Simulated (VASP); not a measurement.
# Si (Fd-3m) in VASP: further runs

The runs below take Si through single point, relaxation of cell and atoms, with PBE.

Everything below comes from runs of VASP 6.6.1. Logs are shortened: lines on timing, memory, paths and dates and some standing lists are left out, and cuts for length are marked.

**1. The cell of the first run**

It takes space group Fd-3m (No. 227, cubic). The conventional cell has a = 5.470 Å, b = 5.470 Å, c = 5.470 Å, α = 90.00°, β = 90.00°, γ = 90.00°. Si (site symmetry -43m) has 4 Si at 2.37 Å within 3.1 Å.

**2. Single point, PBE**

File INCAR:

```
PREC = Accurate
ENCUT = 500
EDIFF = 1E-6
ISMEAR = 0
SIGMA = 0.01
LREAL = F
LASPH = T
NELM = 120
ALGO = Normal
ISIF = 2
LWAVE = F
LCHARG = F
GGA = PE
NBANDS = 11
GGA_COMPAT = F
```

File KPOINTS:

```
regular mesh
0
Gamma
  12 12 12
```

File POSCAR:

```
Si
1.0
    0.0000000000      2.7348399719      2.7348399719
    2.7348399719      0.0000000000      2.7348399719
    2.7348399719      2.7348399719      0.0000000000
Si
2
Direct
    0.7500000000      0.7500000000      0.7500000000
    0.5000000000      0.5000000000      0.5000000000
```

Potentials or basis: VASP PAW PBE potentials, release 64 (Si).

The run is started by

```
cat potpaw_PBE.64/Si/POTCAR > POTCAR
mpirun -np 1 vasp_std > vasp.out
```

OUTCAR:

```text
PREC = Accurate
   ENCUT = 500
   EDIFF = 1E-6
   ISMEAR = 0
   LREAL = F
   LASPH = T
   NELM = 120
   ISIF = 2
   GGA = PE

 ion  position               nearest neighbor table
   1  0.750  0.750  0.750-   2 2.37   2 2.37   2 2.37   2 2.37
   2  0.500  0.500  0.500-   1 2.37   1 2.37   1 2.37   1 2.37

  LATTYP: Found a face centered cubic cell.
 ALAT       =     5.4696799438

  Lattice vectors:

 A1 = (   0.0000000000,   2.7348399719,   2.7348399719)
 A2 = (   2.7348399719,   0.0000000000,   2.7348399719)
 A3 = (   2.7348399719,   2.7348399719,   0.0000000000)

Analysis of symmetry for initial positions (statically):
=====================================================================
 Subroutine PRICEL returns:
 Original cell was already a primitive cell.

 Routine SETGRP: Setting up the symmetry group for a
 face centered cubic supercell.

 Subroutine GETGRP returns: Found 48 space group operations
 (whereof 24 operations were pure point group operations)
 out of a pool of 48 trial point group operations.

The static configuration has the point symmetry T_d .
 The point group associated with its full space group is O_h .

Analysis of symmetry for dynamics (positions and initial velocities):
=====================================================================
 Subroutine PRICEL returns:
 Original cell was already a primitive cell.

 Routine SETGRP: Setting up the symmetry group for a
 face centered cubic supercell.

 Subroutine GETGRP returns: Found 48 space group operations
 (whereof 24 operations were pure point group operations)
 out of a pool of 48 trial point group operations.

The dynamic configuration has the point symmetry T_d .
 The point group associated with its full space group is O_h .

 Subroutine INISYM returns: Found 48 space group operations
 (whereof 24 operations are pure point group operations),
 and found     1 'primitive' translations

----------------------------------------------------------------------------------------

                                     Primitive cell

  volume of cell :      40.9096

  direct lattice vectors                    reciprocal lattice vectors
     0.000000000  2.734839972  2.734839972    -0.182826054  0.182826054  0.182826054
     2.734839972  0.000000000  2.734839972     0.182826054 -0.182826054  0.182826054
     2.734839972  2.734839972  0.000000000     0.182826054  0.182826054 -0.182826054

  length of vectors
     3.867647779  3.867647779  3.867647779     0.316664014  0.316664014  0.316664014

  position of ions in fractional coordinates (direct lattice)
     0.750000000  0.750000000  0.750000000
     0.500000000  0.500000000  0.500000000

  ion indices of the primitive-cell ions
   primitive index   ion index
                 1           1
                 2           2

----------------------------------------------------------------------------------------

 KPOINTS: regular mesh

Automatic generation of k-mesh.
 Grid dimensions read from file:
 generate k-points for:   12   12   12

 Generating k-lattice:

  Cartesian coordinates                     Fractional coordinates (reciprocal lattice)
    -0.015235504  0.015235504  0.015235504     0.083333333  0.000000000  0.000000000
     0.015235504 -0.015235504  0.015235504     0.000000000  0.083333333  0.000000000
     0.015235504  0.015235504 -0.015235504     0.000000000  0.000000000  0.083333333

  Length of vectors
     0.026388668  0.026388668  0.026388668

  Shift w.r.t. Gamma in fractional coordinates (k-lattice)
     0.000000000  0.000000000  0.000000000

 Subroutine IBZKPT returns following result:
 ===========================================

 Found     72 irreducible k-points:

 Following reciprocal coordinates:
            Coordinates               Weight
  0.000000  0.000000  0.000000      1.000000
  0.083333  0.000000  0.000000      8.000000
  0.166667  0.000000  0.000000      8.000000
  0.250000  0.000000  0.000000      8.000000
  0.333333  0.000000  0.000000      8.000000
  0.416667  0.000000  0.000000      8.000000
[... 16 lines left out ...]
  0.500000  0.166667  0.000000     24.000000
 -0.416667  0.166667  0.000000     24.000000
 [... further k-points ...]
   k-points           NKPTS =     72   k-points in BZ     NKDIM =     72   number of bands    NBANDS=     11
   number of dos      NEDOS =    301   number of ions     NIONS =      2
   total plane-waves  NPLWV =  21952
   dimension x,y,z NGX =    28 NGY =   28 NGZ =   28
   dimension x,y,z NGXF=    56 NGYF=   56 NGZF=   56
   ions per type =               2
   NGX,Y,Z   is equivalent  to a cutoff of  12.04, 12.04, 12.04 a.u.
   NGXF,Y,Z  is equivalent  to a cutoff of  24.07, 24.07, 24.07 a.u.
 SYSTEM =  unknown system
   PREC   = accura    normal or accurate (medium, high low for compatibility)
   ISTART =      0    job   : 0-new  1-cont  2-samecut
   ICHARG =      2    charge: 1-file 2-atom 10-const
   ISPIN  =      1    spin polarized calculation?
   LNONCOLLINEAR =      F non collinear calculations
   LSORBIT =      F    spin-orbit coupling
   LASPH  =      T    aspherical Exc in radial PAW
   ENCUT  =  500.0 eV  36.75 Ry    6.06 a.u.   7.05  7.05  7.05*2*pi/ulx,y,z
   NELM   =    120;   NELMIN=  2; NELMDL= -5     # of ELM steps
   EDIFF  = 0.1E-05   stopping-criterion for ELM
   LREAL  =      F    real-space projection
   EDIFFG = 0.1E-04   stopping-criterion for IOM
   NSW    =      0    number of steps for IOM
   IBRION =     -1    ionic relax: 0-MD 1-quasi-New 2-CG
   NFREE  =      0    steps in history (QN), initial steepest desc. (CG)
   ISIF   =      2    stress and relaxation
   ISYM   =      2    0-nonsym 1-usesym 2-fastsym
   POTIM  = 0.5000    time-step for ionic-motion
   TEBEG  =    0.0;   TEEND  =   0.0 temperature during run
   PSTRESS=    0.0 pullay stress
   NELECT =       8.0000    total number of electrons
   NUPDOWN=      -1.0000    fix difference up-down
   EMIN   =  10.00;   EMAX   =-10.00  energy-range for DOS
   EFERMI =   0.00;   METHOD = LEGACY
   ISMEAR =     0;   SIGMA  =   0.01  broadening in eV -4-tet -1-fermi 0-gaus
   EFERMI_NEDOS =   21; number of points for ismear=-14 and -15
   IALGO  =     38    algorithm
   IMIX   =      4    mixing-type and parameters
     AMIX     =   0.40;   BMIX     =  1.00
     AMIX_MAG =   1.60;   BMIX_MAG =  1.00
  volume/ion in A,a.u.               =      20.45       138.04
  Fermi-wavevector in a.u.,A,eV,Ry     =   0.950232  1.795678 12.285252  0.902941
  Thomas-Fermi vector in A             =   2.078589
   LORBIT       =      0    0 simple, 1 ext, 2 COOP (PROOUT), +10 PAW based schemes
   GGA     = PE    functional components
   LHFCALC =     F    Hartree Fock is set to
   AEXX    =    0.0000 exact exchange contribution
   IVDW    =     0    specifies the selected vdW correction
   LEPSILON=     F    determine dielectric tensor
   LRPA    =     F    only Hartree local field effects (RPA)
 non-spin polarized calculation
 Gauss-broadening in eV      SIGMA  =   0.01
  energy-cutoff  :      500.00
  volume of cell :       40.91
 maximum number of plane-waves:      1056
   NGX = 15   NGY = 15   NGZ = 15

 number of electron       8.0000000 magnetization

 Free energy of the ion-electron system (eV)
  ---------------------------------------------------
  ext. energy  EPLUGINS =         0.00000000
  ---------------------------------------------------
  free energy    TOTEN  =       -10.84976194 eV

  energy without entropy =      -10.84976194  energy(sigma->0) =      -10.84976194

 E-fermi :   5.6892     XC(G=0):  -9.3256

 val. band max:        5.6104809721   @ k =   0.0000   0.0000   0.0000
 cond. band min:       6.2216842235   @ k =   0.4167   0.4167   0.0000
 fundamental gap:      0.6112032515
 Fermi energy:         5.6892038129

 k-point     1 :       0.0000    0.0000    0.0000
  band No.  band energies     occupation
      1      -6.2006      2.00000
      2       5.6105      2.00000
      3       5.6105      2.00000
      4       5.6105      2.00000
      5       8.1674      0.00000
      6       8.1674      0.00000
      7       8.1674      0.00000
      8       8.7383      0.00000
      9      13.3197      0.00000
     10      13.3197      0.00000
     11      13.4857      0.00000

 k-point     2 :       0.0833    0.0000    0.0000
  band No.  band energies     occupation
      1      -6.1112      2.00000
      2       4.7529      2.00000
      3       5.4703      2.00000
      4       5.4703      2.00000
      5       8.1738      0.00000
      6       8.3739      0.00000
      7       8.3739      0.00000
      8       9.4422      0.00000
      9      13.0558      0.00000
     10      13.0558      0.00000
     11      13.8646      0.00000

 k-point     3 :       0.1667    0.0000    0.0000
  band No.  band energies     occupation
      1      -5.8461      2.00000
      2       3.2478      2.00000
      3       5.1700      2.00000
      4       5.1700      2.00000
      5       7.8947      0.00000
      6       8.8025      0.00000
      7       8.8025      0.00000
      8      10.8845      0.00000
      9      12.6959      0.00000
     10      12.6959      0.00000
     11      14.6090      0.00000

 k-point     4 :       0.2500    0.0000    0.0000
  band No.  band energies     occupation
      1      -5.4161      2.00000
      2       1.7253      2.00000
      3       4.8659      2.00000
      4       4.8659      2.00000
      5       7.5682      0.00000
      6       9.1005      0.00000
      7       9.1005      0.00000
      8      12.3574      0.00000
      9      12.7978      0.00000
     10      12.7978      0.00000
     11      14.5387      0.00000

 k-point     5 :       0.3333    0.0000    0.0000
  band No.  band energies     occupation
      1      -4.8512      2.00000
      2       0.3427      2.00000
      3       4.6285      2.00000
      4       4.6285      2.00000
      5       7.3013      0.00000
      6       9.1141      0.00000
      7       9.1141      0.00000
      8      13.3918      0.00000
      9      13.5646      0.00000
     10      13.5646      0.00000
     11      14.5881      0.00000
[... 211 lines left out ...]
 k-point    21 :       0.3333    0.1667    0.0000
  band No.  band energies     occupation
      1      -4.9258      2.00000
      2       1.2085      2.00000
      3       3.6510      2.00000
      4       3.9029      2.00000
      5       7.5794      0.00000
      6       9.6163      0.00000
      7      10.1114      0.00000
      8      10.6430      0.00000
      9      14.5655      0.00000
     10      14.6378      0.00000
     11      15.9513      0.00000

 k-point    22 :       0.4167    0.1667    0.0000
  band No.  band energies     occupation
      1      -4.3312      2.00000
      2       0.0000      2.00000
      3       3.2184      2.00000
      4       3.8194      2.00000
      5       7.6232      0.00000
      6       9.8009      0.00000
      7      10.4772      0.00000
      8      10.6336      0.00000
      9      15.4395      0.00000
     10      15.7322      0.00000
     11      16.2556      0.00000

 k-point    23 :       0.5000    0.1667    0.0000
  band No.  band energies     occupation
      1      -3.7636      2.00000
      2      -0.9113      2.00000
      3       2.8804      2.00000
      4       3.8709      2.00000
      5       7.6503      0.00000
      6       9.6708      0.00000
      7      10.2148      0.00000
      8      11.9740      0.00000
      9      14.9584      0.00000
     10      16.0144      0.00000
     11      17.2607      0.00000

 k-point    24 :      -0.4167    0.1667    0.0000
  band No.  band energies     occupation
      1      -3.6532      2.00000
      2      -1.0661      2.00000
      3       2.6723      2.00000
      4       4.0501      2.00000
      5       7.7855      0.00000
      6       9.6306      0.00000
      7       9.9929      0.00000
      8      13.5054      0.00000
      9      14.0707      0.00000
     10      14.3440      0.00000
     11      16.6772      0.00000

 [... further k-points ...]

------------------------ aborting loop because EDIFF is reached ----------------------------------------

  FORCE on cell =-STRESS in cart. coord.  units (eV):
  Direction    XX          YY          ZZ          XY          YZ          ZX
  --------------------------------------------------------------------------------------
  -------------------------------------------------------------------------------------
  Total       -0.0126781     -0.0126781     -0.0126781      0.0000000      0.0000000      0.0000000
  in kB       -0.4965233     -0.4965233     -0.4965233      0.0000000      0.0000000      0.0000000
  external PRESSURE =      -0.4965233 kB  Pullay stress =       0.0000000 kB

 VOLUME and BASIS-vectors are now :
 -----------------------------------------------------------------------------
  energy-cutoff  :      500.00
  volume of cell :       40.91
      direct lattice vectors                 reciprocal lattice vectors
     0.000000000  2.734839972  2.734839972    -0.182826054  0.182826054  0.182826054
     2.734839972  0.000000000  2.734839972     0.182826054 -0.182826054  0.182826054
     2.734839972  2.734839972  0.000000000     0.182826054  0.182826054 -0.182826054

 POSITION                                       TOTAL-FORCE (eV/Angst)
 -----------------------------------------------------------------------------------
      4.10226      4.10226      4.10226         0.000000      0.000000      0.000000
      2.73484      2.73484      2.73484        -0.000000     -0.000000     -0.000000
 -----------------------------------------------------------------------------------
    total drift:                                0.000000      0.000000     -0.000000

  FREE ENERGIE OF THE ION-ELECTRON SYSTEM (eV)
  ---------------------------------------------------
  free  energy   TOTEN  =       -10.8497619398 eV

  energy  without entropy=      -10.8497619398  energy(sigma->0) =      -10.84976194
```

Wall time 9.2 s (1 thread of Intel Xeon 6975P-C (Granite Rapids), shared host); peak memory 0.16 GiB.

Results:

- Free energy: -10.8498 eV
- Pressure: 0.0 GPa
- Band gap on the k mesh: 0.61 eV (least direct gap 2.56 eV)

Levels at points of the mesh, in eV from the valence-band top:
| k point | band 1 | band 2 | band 3 | band 4 | band 5 | band 6 | band 7 | band 8 | band 9 |
| --- | --- | --- | --- | --- | --- | --- | --- | --- | --- |
| (0.00, 0.00, 0.00) | -11.81 | 0.00 | 0.00 | 0.00 | 2.56 | 2.56 | 2.56 | 3.13 | 7.71 |
| (0.50, 0.00, 0.00) | -9.53 | -6.87 | -1.18 | -1.18 | 1.46 | 3.35 | 3.35 | 7.70 | 10.49 |
| (0.50, 0.50, 0.00) | -7.74 | -7.74 | -2.79 | -2.79 | 0.75 | 0.75 | 9.93 | 9.93 | 10.91 |

**3. Relaxation of cell and atoms, PBE**

This run uses another cell than the first one, of 19.98 Å³/atom.

File INCAR:

```
PREC     = Accurate       # precision mode
ENCUT    = 500            # plane-wave cutoff, eV
EDIFF    = 1E-7           # SCF threshold, eV
ISMEAR   = 0              # smearing method
SIGMA    = 0.01           # smearing width, eV
LREAL    = False          # projectors in reciprocal space
LASPH    = True           # aspherical terms in the spheres
NELM     = 120            # most SCF steps
ALGO     = Normal         # electronic algorithm
ISIF     = 3              # what is computed and relaxed
LWAVE    = False          # write WAVECAR
LCHARG   = False          # write CHGCAR
GGA      = PE             # functional
IBRION   = 2              # ionic algorithm
NSW      = 80             # ionic steps
EDIFFG   = -0.002         # ionic threshold
GGA_COMPAT= False        
NELMIN   = 4
```

KPOINTS is that of step 2.

File POSCAR:

```
Si
1.0
    0.0000000000      2.7135600000      2.7135600000
    2.7135600000      0.0000000000      2.7135600000
    2.7135600000      2.7135600000      0.0000000000
Si
2
Direct
    0.7500000000      0.7500000000      0.7500000000
    0.5000000000      0.5000000000      0.5000000000
```

Potentials or basis: VASP PAW PBE potentials, release 64 (Si).

The run is started by

```
cat potpaw_PBE.64/Si/POTCAR > POTCAR
mpirun -np 1 vasp_std > vasp.out
```

Run time: 18 s. Hardware: 1 thread of Intel Xeon 6975P-C (Granite Rapids), shared host; peak memory 0.15 GiB.

Results (log left out):

| Property | Result |
| --- | --- |
| Free energy | -10.8497 eV |
| Relaxed volume | 20.44 Å³/atom |
| Relaxed cell | a = 3.867 Å, b = 3.867 Å, c = 3.867 Å, α = 60.00°, β = 60.00°, γ = 60.00° |
| Space group after relaxing (to 0.1 Å) | Fd-3m (No. 227) |
| Energy gained by relaxing | 3.0 meV/atom |
| Ionic steps | 3 |
| Pressure after relaxing | 0.0 GPa |
| Band gap on the k mesh | 0.61 eV (least direct gap 2.56 eV) |

Step by step:
| step | energy change (eV) | largest force (eV/Å) | pressure (GPa) | volume (Å³) |
| --- | --- | --- | --- | --- |
| 1 | 0.0000 | 0.0000 | 2.13 | 39.96 |
| 2 | -0.0033 | 0.0000 | -1.33 | 41.52 |
| 3 | -0.0060 | 0.0000 | 0.00 | 40.88 |

Final structure:
```yaml
crystal:
  lattice:
    - [0.00000, 2.73424, 2.73424]
    - [2.73424, 0.00000, 2.73424]
    - [2.73424, 2.73424, 0.00000]
  atoms:
    - { symbol: Si, position: [0.75000, 0.75000, 0.75000] }
    - { symbol: Si, position: [0.50000, 0.50000, 0.50000] }
```

Levels at points of the mesh, in eV from the valence-band top:
| k point | band 1 | band 2 | band 3 | band 4 | band 5 | band 6 | band 7 | band 8 |
| --- | --- | --- | --- | --- | --- | --- | --- | --- |
| (0.00, 0.00, 0.00) | -11.82 | 0.00 | 0.00 | 0.00 | 2.56 | 2.56 | 2.56 | 3.14 |
| (0.50, 0.00, 0.00) | -9.54 | -6.87 | -1.18 | -1.18 | 1.47 | 3.35 | 3.35 | 7.70 |
| (0.50, 0.50, 0.00) | -7.75 | -7.75 | -2.79 | -2.79 | 0.75 | 0.75 | 9.94 | 9.94 |
